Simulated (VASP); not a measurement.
HgTe (zinc blende type), 2 atoms in the cell. It takes space group F-43m (No. 216, cubic). The conventional cell has a = 6.660 Å, b = 6.660 Å, c = 6.660 Å, α = 90.00°, β = 90.00°, γ = 90.00°. Within 3.8 Å of Hg (site symmetry -43m) lie 4 Te at 2.88 Å. Within 3.8 Å of Te (site symmetry -43m) lie 4 Hg at 2.88 Å. 

* Program: VASP 6.6.1
* Task: single point
* Functional: PBE
* Potentials or basis: VASP PAW PBE potentials, release 64 (Hg, Te)
* Cutoff: 520 eV
* k mesh: 6 × 6 × 6
* Occupations: fermi-dirac, width 0.02 eV
* Spin: no spin polarisation
* Dipole correction: no
* Further INCAR settings: ALGO = Normal; EDIFF = 1e-06; NBANDS = 16

Potentials or basis: VASP PAW PBE potentials, release 64 (Hg, Te).

Command:

```bash
$ cat potpaw_PBE.64/Hg/POTCAR potpaw_PBE.64/Te/POTCAR > POTCAR
$ mpirun -np 1 vasp_std > vasp.out
```

Hardware: 1 thread of AMD EPYC 9R45 96-Core Processor (Zen 5), with other jobs on the host.

Question: How long does it take, and how much memory?

Answer: Wall time 13 s on 1 thread of AMD EPYC 9R45 96-Core Processor (Zen 5) (shared host), peak memory 0.18 GiB. Counts: scf iterations 12, k points 16.
